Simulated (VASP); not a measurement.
Wanted: the native input for a VASP 6.6.1 run.

- Task: single point
- Functional: PBE
- Potentials or basis: VASP PAW PBE potentials, release 64 (Cs_sv)
- Cutoff: 520 eV
- k mesh: 9 × 9 × 9
- Occupations: fermi-dirac, width 0.0612256 eV
- Spin: no spin polarisation
- Dipole correction: no
- Further INCAR settings: ALGO = Normal; EDIFF = 1e-06; NBANDS = 16

The structure of Cs lies in POSCAR:

```
Cs
1.0
    0.0000000000      5.6993024529      5.6993024529
    5.6993024529      0.0000000000      5.6993024529
    5.6993024529      5.6993024529      0.0000000000
Cs
2
Direct
    0.0000000000      0.0000000000      0.0000000000
    0.2500000000      0.2500000000      0.2500000000
```

This isn't the form of Cs at room conditions, which is bcc.

One way to write it, as run:

INCAR

```
ALGO = Normal
EDIFF = 1E-6
ENCUT = 520
GGA = PE
ISIF = 2
ISMEAR = -1
LASPH = T
LCHARG = F
LREAL = F
LWAVE = F
NBANDS = 16
NELM = 80
PREC = Accurate
SIGMA = 0.06122561905347299
```

KPOINTS

```
k-points
0
Gamma
  9 9 9
```

Potentials or basis: VASP PAW PBE potentials, release 64 (Cs_sv).

Command:

```bash
$ cat potpaw_PBE.64/Cs_sv/POTCAR > POTCAR
$ mpirun -np 1 vasp_std > vasp.out
```

It gave:

| Property | Result |
| --- | --- |
| Pressure | 0.0 GPa |

It took 2.7 min on 1 thread of Intel(R) Xeon(R) Platinum 8488C (Sapphire Rapids), on a shared host, peak memory 0.56 GiB.
